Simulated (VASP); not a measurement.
HgTe:

```
Hg Te
1.0
     0.00000    3.18000    3.18000
     3.18000    0.00000    3.18000
     3.18000    3.18000    0.00000
Hg Te
1 1
Cartesian
  0.0000 0.0000 0.0000
  3.1800 3.1800 3.1800
```

```yaml
Program: VASP 6.6.1
Task: relaxation of cell and atoms
Functional: PBEsol
Dispersion: D3(BJ)
Potentials_or_basis: VASP PAW PBE potentials, release 64 (Hg, Te)
Cutoff: 600 eV
k_mesh: 7 × 7 × 7
Occupations: fermi-dirac, width 0.05 eV
Spin: no spin polarisation
```

At the start: pressure -8.2 GPa; volume 32.16 Å³/atom.

Problem. Where does the relaxation end?

Solution. Over 3 steps the energy falls by 198.0 meV/atom and the volume is 25.98 Å³/atom (-19.2 %); space group Fm-3m (No. 225, to 0.05 Å).

The path:
| step | energy change (eV) | largest force (eV/Å) | pressure (GPa) | volume (Å³) |
| --- | --- | --- | --- | --- |
| 1 | 0.0000 | 0.0000 | -8.19 | 64.31 |
| 2 | -0.3823 | 0.0000 | 2.59 | 50.20 |
| 3 | -0.3960 | 0.0000 | 0.00 | 51.97 |

Final structure:
```xyz
2
Lattice="0.0000 2.9619 2.9619 2.9619 0.0000 2.9619 2.9619 2.9619 0.0000" Properties=species:S:1:pos:R:3 pbc="T T T"
Hg    0.0000    0.0000    0.0000
Te    2.9619    2.9619    2.9619
```

Caveat: the volume moved by over 15 % at a fixed basis, so the end points are rough; the PAW data sets were made with another functional, which shifts forces and pressure a little; the volume moved by -19 % from the deposited cell, more than functionals usually miss; pairwise dispersion overbinds metals, which lowers pressure and volume.
